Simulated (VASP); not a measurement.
Write the native input for VASP 6.6.1 that does the following.

| Property | Result |
| --- | --- |
| Task | single point |
| Functional | PBE |
| Potentials or basis | VASP PAW PBE potentials, release 64 (In_d, O) |
| Cutoff | 520 eV |
| k mesh | 2 × 2 × 2 |
| Occupations | gaussian, width 0.01 eV |
| Spin | no spin polarisation |
| Dipole correction | no |
| Further INCAR settings | ALGO = Normal; EDIFF = 1e-06; NBANDS = 51 |

The structure of In4O5 lies in POSCAR:

```
In4O5
1.0
    2.7435000000      1.5839600000      4.8366670000
   -2.7435000000      1.5839600000      4.8366670000
    0.0000000000     -3.1679210000      4.8366670000
In O
4 5
Direct
    0.3638220000      0.3531830000      0.3517750000
    0.1446400000      0.1456990000      0.1427710000
    0.6431650000      0.6340170000      0.6450530000
    0.8548550000      0.8580500000      0.8599180000
    0.5516270000      0.9533020000      0.2519650000
    0.9474860000      0.2410700000      0.5489890000
    0.2479580000      0.5438560000      0.9594030000
    0.4542070000      0.0509720000      0.7511570000
    0.0528960000      0.7510450000      0.4528560000
```

One way to write it, as run:

INCAR

```
ALGO = Normal ; EDIFF = 1E-6
ENCUT = 520 ; GGA = PE
ISIF = 2 ; ISMEAR = 0
LASPH = T ; LCHARG = F
LREAL = F ; LWAVE = F
NBANDS = 51 ; NELM = 80
PREC = Accurate ; SIGMA = 0.01
```

KPOINTS

```
k-points
0
Gamma
  2 2 2
```

Potentials or basis: VASP PAW PBE potentials, release 64 (In_d, O).

The run is started by

```bash
$ cat potpaw_PBE.64/In_d/POTCAR potpaw_PBE.64/O/POTCAR > POTCAR
$ mpirun -np 1 vasp_std > vasp.out
```

Results of the run:

```
Pressure               : 8.3 GPa
Largest force          : 1.622 eV/Å
Band gap on the k mesh : 0.48 eV, indirect (least direct gap 0.75 eV)
```

Caveat: the k points lie up to 0.70 Å⁻¹ apart; spin-orbit coupling is left out, which moves the levels of the heavy elements; forces of over 1 eV/Å act on the atoms, so gaps and moduli don't describe the material at rest.

Wall time 2.3 min on 1 thread of Intel Xeon 8259CL, on a shared host, peak memory 0.32 GiB.
